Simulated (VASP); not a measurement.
# C (P6_3/mmc) in VASP: notebook

C is run at these levels: PBEsol; tasks: single point.

All numbers are computed with VASP 6.6.1; they aren't measurements. Logs are shortened: lines on timing, memory, paths and dates and some standing lists are left out, and cuts for length are marked.

**1. The cell of the first run**

Symmetry: P6_3/mmc, No. 194, hexagonal system. The conventional cell has a = 2.453 Å, b = 2.453 Å, c = 4.119 Å, α = 90.00°, β = 90.00°, γ = 120.00°. C (site symmetry 3m) has 4 C at 1.51 to 1.54 Å within 2.0 Å.

**2. Single point, PBEsol (strained cell)**

Input file INCAR:

```
PREC = Accurate
ENCUT = 520
EDIFF = 1E-6
ISMEAR = 0
SIGMA = 0.02
LREAL = False
LASPH = True
NELM = 60
ALGO = Normal
ISIF = 2
LWAVE = False
LCHARG = False
GGA = PS
NBANDS = 16
```

Input file KPOINTS:

```
regular mesh
0
Gamma
  9 9 6
```

Input file POSCAR:

```
C
1.0
    2.4530819193      0.0000000000      0.0000000000
   -1.2265409596      2.1244312597      0.0000000000
    0.0000000000      0.0000000000      4.1189829190
C
4
Direct
    0.3333333333      0.6666666667      0.0000930360
    0.6666666667      0.3333333333      0.5000930360
    0.3333333333      0.6666666667      0.3739069640
    0.6666666667      0.3333333333      0.8739069640
```

Potentials or basis: VASP PAW PBE potentials, release 64 (C).

Launch:

```bash
$ cat potpaw_PBE.64/C/POTCAR > POTCAR
$ mpirun -np 1 vasp_std > vasp.out
```

OUTCAR:

```text
PREC = Accurate
   ENCUT = 520
   EDIFF = 1E-6
   ISMEAR = 0
   LREAL = False
   LASPH = True
   NELM = 60
   ISIF = 2
   GGA = PS

 ion  position               nearest neighbor table
   1  0.333  0.667  0.000-   4 1.51   4 1.51   4 1.51   3 1.54
   2  0.667  0.333  0.500-   3 1.51   3 1.51   3 1.51   4 1.54
   3  0.333  0.667  0.374-   2 1.51   2 1.51   2 1.51   1 1.54
   4  0.667  0.333  0.874-   1 1.51   1 1.51   1 1.51   2 1.54

  LATTYP: Found a hexagonal cell.
 ALAT       =     2.4530819193
 C/A-ratio  =     1.6791053273

  Lattice vectors:

 A1 = (   2.4530819193,   0.0000000000,   0.0000000000)
 A2 = (  -1.2265409596,   2.1244312597,   0.0000000000)
 A3 = (   0.0000000000,   0.0000000000,   4.1189829190)

Analysis of symmetry for initial positions (statically):
=====================================================================
 Subroutine PRICEL returns:
 Original cell was already a primitive cell.

 Routine SETGRP: Setting up the symmetry group for a
 hexagonal supercell.

 Subroutine GETGRP returns: Found 24 space group operations
 (whereof  6 operations were pure point group operations)
 out of a pool of 24 trial point group operations.

The static configuration has the point symmetry C_3v.
 The point group associated with its full space group is D_6h.

Analysis of symmetry for dynamics (positions and initial velocities):
=====================================================================
 Subroutine PRICEL returns:
 Original cell was already a primitive cell.

 Routine SETGRP: Setting up the symmetry group for a
 hexagonal supercell.

 Subroutine GETGRP returns: Found 24 space group operations
 (whereof  6 operations were pure point group operations)
 out of a pool of 24 trial point group operations.

The dynamic configuration has the point symmetry C_3v.
 The point group associated with its full space group is D_6h.

 Subroutine INISYM returns: Found 24 space group operations
 (whereof  6 operations are pure point group operations),
 and found     1 'primitive' translations

----------------------------------------------------------------------------------------

                                     Primitive cell

  volume of cell :      21.4657

  direct lattice vectors                    reciprocal lattice vectors
     2.453081919  0.000000000  0.000000000     0.407650471  0.235357109  0.000000000
    -1.226540960  2.124431260  0.000000000     0.000000000  0.470714218  0.000000000
     0.000000000  0.000000000  4.118982919     0.000000000  0.000000000  0.242778380

  length of vectors
     2.453081919  2.453081919  4.118982919     0.470714218  0.470714218  0.242778380

  position of ions in fractional coordinates (direct lattice)
     0.333333333  0.666666667  0.000093036
     0.666666667  0.333333333  0.500093036
     0.333333333  0.666666667  0.373906964
     0.666666667  0.333333333  0.873906964

  ion indices of the primitive-cell ions
   primitive index   ion index
                 1           1
                 2           2
                 3           3
                 4           4

----------------------------------------------------------------------------------------

 KPOINTS: regular mesh

Automatic generation of k-mesh.
 Grid dimensions read from file:
 generate k-points for:    9    9    6

 Generating k-lattice:

  Cartesian coordinates                     Fractional coordinates (reciprocal lattice)
     0.045294497  0.026150790  0.000000000     0.111111111 -0.000000000  0.000000000
     0.000000000  0.052301580  0.000000000     0.000000000  0.111111111  0.000000000
     0.000000000  0.000000000  0.040463063     0.000000000  0.000000000  0.166666667

  Length of vectors
     0.052301580  0.052301580  0.040463063

  Shift w.r.t. Gamma in fractional coordinates (k-lattice)
     0.000000000  0.000000000  0.000000000

 Subroutine IBZKPT returns following result:
 ===========================================

 Found     48 irreducible k-points:

 Following reciprocal coordinates:
            Coordinates               Weight
  0.000000  0.000000  0.000000      1.000000
  0.111111 -0.000000  0.000000      6.000000
  0.222222 -0.000000  0.000000      6.000000
  0.333333  0.000000  0.000000      6.000000
  0.444444 -0.000000  0.000000      6.000000
  0.111111  0.111111  0.000000      6.000000
[... 16 lines left out ...]
  0.333333  0.222222  0.166667     24.000000
  0.333333  0.333333  0.166667      4.000000
 [... further k-points ...]
   k-points           NKPTS =     48   k-points in BZ     NKDIM =     48   number of bands    NBANDS=     16
   number of dos      NEDOS =    301   number of ions     NIONS =      4
   total plane-waves  NPLWV =  10368
   dimension x,y,z NGX =    18 NGY =   18 NGZ =   32
   dimension x,y,z NGXF=    36 NGYF=   36 NGZF=   64
   ions per type =               4
   NGX,Y,Z   is equivalent  to a cutoff of  12.20, 12.20, 12.92 a.u.
   NGXF,Y,Z  is equivalent  to a cutoff of  24.40, 24.40, 25.83 a.u.
 SYSTEM =  unknown system
   PREC   = accura    normal or accurate (medium, high low for compatibility)
   ISTART =      0    job   : 0-new  1-cont  2-samecut
   ICHARG =      2    charge: 1-file 2-atom 10-const
   ISPIN  =      1    spin polarized calculation?
   LNONCOLLINEAR =      F non collinear calculations
   LSORBIT =      F    spin-orbit coupling
   LASPH  =      T    aspherical Exc in radial PAW
   ENCUT  =  520.0 eV  38.22 Ry    6.18 a.u.   4.56  4.56  7.66*2*pi/ulx,y,z
   NELM   =     60;   NELMIN=  2; NELMDL= -5     # of ELM steps
   EDIFF  = 0.1E-05   stopping-criterion for ELM
   LREAL  =      F    real-space projection
   EDIFFG = 0.1E-04   stopping-criterion for IOM
   NSW    =      0    number of steps for IOM
   IBRION =     -1    ionic relax: 0-MD 1-quasi-New 2-CG
   NFREE  =      0    steps in history (QN), initial steepest desc. (CG)
   ISIF   =      2    stress and relaxation
   ISYM   =      2    0-nonsym 1-usesym 2-fastsym
   POTIM  = 0.5000    time-step for ionic-motion
   TEBEG  =    0.0;   TEEND  =   0.0 temperature during run
   PSTRESS=    0.0 pullay stress
   NELECT =      16.0000    total number of electrons
   NUPDOWN=      -1.0000    fix difference up-down
   EMIN   =  10.00;   EMAX   =-10.00  energy-range for DOS
   EFERMI =   0.00;   METHOD = LEGACY
   ISMEAR =     0;   SIGMA  =   0.02  broadening in eV -4-tet -1-fermi 0-gaus
   EFERMI_NEDOS =   21; number of points for ismear=-14 and -15
   IALGO  =     38    algorithm
   IMIX   =      4    mixing-type and parameters
     AMIX     =   0.40;   BMIX     =  1.00
     AMIX_MAG =   1.60;   BMIX_MAG =  1.00
  volume/ion in A,a.u.               =       5.37        36.21
  Fermi-wavevector in a.u.,A,eV,Ry     =   1.484340  2.804995 29.977224  2.203264
  Thomas-Fermi vector in A             =   2.597889
   LORBIT       =      0    0 simple, 1 ext, 2 COOP (PROOUT), +10 PAW based schemes
   GGA     = PS    functional components
   LHFCALC =     F    Hartree Fock is set to
   AEXX    =    0.0000 exact exchange contribution
   IVDW    =     0    specifies the selected vdW correction
   LEPSILON=     F    determine dielectric tensor
   LRPA    =     F    only Hartree local field effects (RPA)
 non-spin polarized calculation
 Gauss-broadening in eV      SIGMA  =   0.02
  energy-cutoff  :      520.00
  volume of cell :       21.47
 maximum number of plane-waves:       592
   NGX =  9   NGY =  9   NGZ = 15

 number of electron      15.9999996 magnetization

 Free energy of the ion-electron system (eV)
  ---------------------------------------------------
  ext. energy  EPLUGINS =         0.00000000
  ---------------------------------------------------
  free energy    TOTEN  =       -38.31859986 eV

  energy without entropy =      -38.31859986  energy(sigma->0) =      -38.31859986

 E-fermi :  11.0861     XC(G=0): -13.7025

 val. band max:       10.8654058060   @ k =   0.0000   0.0000   0.0000
 cond. band min:      13.6765442519   @ k =   0.3333   0.3333   0.0000
 fundamental gap:      2.8111384459
 Fermi energy:        11.0860791633

 k-point     1 :       0.0000    0.0000    0.0000
  band No.  band energies     occupation
      1     -11.7765      2.00000
      2      -5.9533      2.00000
      3      -3.6168      2.00000
      4       7.6710      2.00000
      5       7.6710      2.00000
      6      10.2533      2.00000
[... 8 lines left out ...]
     15      26.4696      0.00000
     16      28.8600      0.00000

 k-point     2 :       0.1111   -0.0000    0.0000
  band No.  band energies     occupation
      1     -11.4551      2.00000
      2      -5.6664      2.00000
      3      -3.3095      2.00000
      4       6.1674      2.00000
      5       7.0260      2.00000
      6       9.5794      2.00000
[... 8 lines left out ...]
     15      26.7877      0.00000
     16      27.5030      0.00000

 k-point     3 :       0.2222   -0.0000    0.0000
  band No.  band energies     occupation
      1     -10.4973      2.00000
      2      -4.8100      2.00000
      3      -2.4222      2.00000
      4       3.0146      2.00000
      5       5.7800      2.00000
      6       6.8852      2.00000
[... 8 lines left out ...]
     15      25.6613      0.00000
     16      27.3521      0.00000

 k-point     4 :       0.3333    0.0000    0.0000
  band No.  band energies     occupation
      1      -8.9278      2.00000
      2      -3.4022      2.00000
      3      -1.3727      2.00000
      4      -0.0544      2.00000
      5       3.9102      2.00000
      6       4.7118      2.00000
[... 8 lines left out ...]
     15      26.4385      0.00000
     16      27.7708      0.00000
[... 324 lines left out ...]
 k-point    22 :       0.2222    0.2222    0.1667
  band No.  band energies     occupation
      1      -7.8196      2.00000
      2      -3.6464      2.00000
      3      -0.6904      2.00000
      4       1.5015      2.00000
      5       1.7685      2.00000
      6       3.1215      2.00000
[... 8 lines left out ...]
     15      24.9580      0.00000
     16      27.4093      0.00000

 k-point    23 :       0.3333    0.2222    0.1667
  band No.  band energies     occupation
      1      -5.8147      2.00000
      2      -3.0031      2.00000
      3      -1.6683      2.00000
      4       0.5474      2.00000
      5       0.9957      2.00000
      6       2.8712      2.00000
[... 8 lines left out ...]
     15      26.5504      0.00000
     16      28.0902      0.00000

 k-point    24 :       0.3333    0.3333    0.1667
  band No.  band energies     occupation
      1      -4.0253      2.00000
      2      -4.0253      2.00000
      3      -0.8295      2.00000
      4      -0.0258      2.00000
      5      -0.0258      2.00000
      6       2.7972      2.00000
[... 8 lines left out ...]
     15      27.3031      0.00000
     16      27.3031      0.00000

 [... further k-points ...]
[... 5 lines left out ...]
  --------------------------------------------------------------------------------------
  -------------------------------------------------------------------------------------
  Total        3.7901903      3.7901903      2.2213467      0.0000000      0.0000000     -0.0000000
  in kB      282.8960403    282.8960403    165.7991106      0.0000000      0.0000000     -0.0000000
  external PRESSURE =     243.8637304 kB  Pullay stress =       0.0000000 kB

 VOLUME and BASIS-vectors are now :
 -----------------------------------------------------------------------------
  energy-cutoff  :      520.00
  volume of cell :       21.47
      direct lattice vectors                 reciprocal lattice vectors
     2.453081919  0.000000000  0.000000000     0.407650471  0.235357109  0.000000000
    -1.226540960  2.124431260  0.000000000     0.000000000  0.470714218  0.000000000
     0.000000000  0.000000000  4.118982919     0.000000000  0.000000000  0.242778380

 POSITION                                       TOTAL-FORCE (eV/Angst)
 -----------------------------------------------------------------------------------
     -0.00000      1.41629      0.00038         0.000000     -0.000000      0.008644
      1.22654      0.70814      2.05987        -0.000000      0.000000      0.008644
     -0.00000      1.41629      1.54012         0.000000     -0.000000     -0.008644
      1.22654      0.70814      3.59961        -0.000000     -0.000000     -0.008644
 -----------------------------------------------------------------------------------
    total drift:                               -0.000000      0.000000     -0.000002

  FREE ENERGIE OF THE ION-ELECTRON SYSTEM (eV)
  ---------------------------------------------------
  free  energy   TOTEN  =       -38.3185998585 eV

  energy  without entropy=      -38.3185998585  energy(sigma->0) =      -38.31859986
```

It took 27 s on 1 thread of AMD EPYC 7R13, shared host; peak memory 0.1 GiB.

Results:

```
Free energy            : -38.3186 eV
Pressure               : 24.4 GPa
Largest force          : 0.009 eV/Å
Band gap on the k mesh : 2.81 eV, indirect (least direct gap 5.07 eV)
```

Forces on the atoms (eV/Å):
```
C    0.000  0.000  0.009
C    0.000  0.000  0.009
C    0.000  0.000 -0.009
C    0.000  0.000 -0.009
```

Stress tensor (GPa, compression positive):
```
28.29  0.00  0.00
 0.00 28.29  0.00
 0.00  0.00 16.58
```

Levels at points of the mesh, in eV from the valence-band top:
```tsv
k point	band 6	band 7	band 8	band 9	band 10	band 11
(0.00, 0.00, 0.00)	-0.61	0.00	0.00	5.07	5.07	5.20
(0.00, 0.00, 0.50)	-1.92	-1.92	-1.92	7.43	7.43	7.43
```

Caveat: the cell differs from its parent crystal (strained cell); the PAW data sets were made with another functional, which shifts forces and pressure a little. A k mesh can miss the band edges.

**3. Single point, PBEsol (strained cell)**

Input file INCAR:

```
SYSTEM = C
ALGO     = Normal         ! electronic algorithm
EDIFF    = 1E-6           ! SCF threshold, eV
ENCUT    = 520            ! plane-wave cutoff, eV
GGA      = PS             ! functional
ISIF     = 2              ! what is computed and relaxed
ISMEAR   = 0              ! smearing method
LASPH    = .TRUE.         ! aspherical terms in the spheres
LCHARG   = .FALSE.        ! write CHGCAR
LREAL    = .FALSE.        ! projectors in reciprocal space
LWAVE    = .FALSE.        ! write WAVECAR
NBANDS   = 16             ! bands
NELM     = 80             ! most SCF steps
PREC     = Accurate       ! precision mode
SIGMA    = 0.02           ! smearing width, eV
```

Input file KPOINTS:

```
k-points
0
G
  9 9 6
  0 0 0
```

Input file POSCAR:

```
C
1.0
    2.5049743424      0.0000000000      0.0000000000
   -1.2524871712      2.1693714164      0.0000000000
    0.0000000000      0.0000000000      4.1189829190
C
4
Direct
    0.3333333333      0.6666666667     -0.0002906147
    0.6666666667      0.3333333333      0.4997093853
    0.3333333333      0.6666666667      0.3742906147
    0.6666666667      0.3333333333      0.8742906147
```

Potentials or basis: VASP PAW PBE potentials, release 64 (C).

Launch:

```bash
$ cat potpaw_PBE.64/C/POTCAR > POTCAR
$ mpirun -np 1 vasp_std > vasp.out
```

Wall time 31 s (1 thread of AMD EPYC 7R13, shared host); peak memory 0.1 GiB.

The run converged. Its results:

```yaml
Free_energy: -38.3922 eV
Pressure: 3.7 GPa
Band_gap_on_the_k_mesh: 3.05 eV, indirect (least direct gap 4.77 eV)
```

Stress tensor (GPa, compression positive):
```
-1.95  0.00  0.00
 0.00 -1.95  0.00
 0.00  0.00 14.86
```

Levels at points of the mesh, in eV from the valence-band top:
```tsv
k point	band 5	band 6	band 7	band 8	band 9	band 10	band 11	band 12
(0.00, 0.00, 0.00)	-3.27	-0.50	0.00	0.00	4.77	4.77	5.65	7.95
(0.00, 0.00, 0.50)	-1.98	-1.98	-1.98	-1.98	7.16	7.16	7.16	7.16
```

Caveat: the cell differs from its parent crystal (strained cell); the PAW data sets were made with another functional, which shifts forces and pressure a little. A k mesh can miss the band edges.

**4. Single point, PBEsol (strained cell)**

Input file INCAR:

```
PREC = Accurate
ENCUT = 520
EDIFF = 1E-6
ISMEAR = 0
SIGMA = 0.02
LREAL = False
LASPH = True
NELM = 60
ALGO = Normal
ISIF = 2
LWAVE = False
LCHARG = False
GGA = PS
NBANDS = 16
```

Input file KPOINTS:

```
Automatic mesh
0
Gamma
  9 9 6
```

Input file POSCAR:

```
C
1.0
    2.4995760127      0.0000000000      0.0000000000
   -1.2497880063      2.1646963257      0.0000000000
    0.0000000000      0.0000000000      4.1189829190
C
4
Direct
    0.3333333333      0.6666666667     -0.0002589788
    0.6666666667      0.3333333333      0.4997410212
    0.3333333333      0.6666666667      0.3742589788
    0.6666666667      0.3333333333      0.8742589788
```

Launch:

```bash
$ cat potpaw_PBE.64/C/POTCAR > POTCAR
$ mpirun -np 1 vasp_std > vasp.out
```

It took 28 s on 1 thread of AMD EPYC 7R13, shared host; peak memory 0.1 GiB.

The run converged. Its results:

* Free energy: -38.3924 eV
* Pressure: 5.6 GPa
* Band gap on the k mesh: 3.03 eV, indirect (least direct gap 4.81 eV)

Stress tensor (GPa, compression positive):
```
 0.94  0.00  0.00
 0.00  0.94  0.00
 0.00  0.00 15.01
```

Levels at points of the mesh, in eV from the valence-band top:
| k point | band 5 | band 6 | band 7 | band 8 | band 9 | band 10 | band 11 | band 12 |
| --- | --- | --- | --- | --- | --- | --- | --- | --- |
| (0.00, 0.00, 0.00) | -3.27 | -0.51 | 0.00 | 0.00 | 4.81 | 4.81 | 5.60 | 8.06 |
| (0.00, 0.00, 0.50) | -1.97 | -1.97 | -1.97 | -1.97 | 7.19 | 7.19 | 7.19 | 7.19 |

Caveat: the cell differs from its parent crystal (strained cell); the PAW data sets were made with another functional, which shifts forces and pressure a little.

**5. Overview**

| cell | gap on the mesh (eV) | pressure (GPa) |
| --- | --- | --- |
| a = 2.453, b = 2.453, c = 4.119 Å, angles 90.0, 90.0, 120.0°, 4 atoms | 2.81 | 24.4 |
| a = 2.505, b = 2.505, c = 4.119 Å, angles 90.0, 90.0, 120.0°, 4 atoms | 3.05 | 3.7 |
| a = 2.500, b = 2.500, c = 4.119 Å, angles 90.0, 90.0, 120.0°, 4 atoms | 3.03 | 5.6 |

Alike in all rows: task single point; level PBEsol; potentials or basis VASP PAW PBE potentials, release 64 (C); no spin polarisation; k mesh 9 × 9 × 6; cutoff (eV) 520; smearing gaussian 0.02 eV.

Caveats: the PAW data sets were made with another functional, which shifts forces and pressure a little.

Total energies depend on the potentials used, so only differences within one code and one set of settings carry meaning.
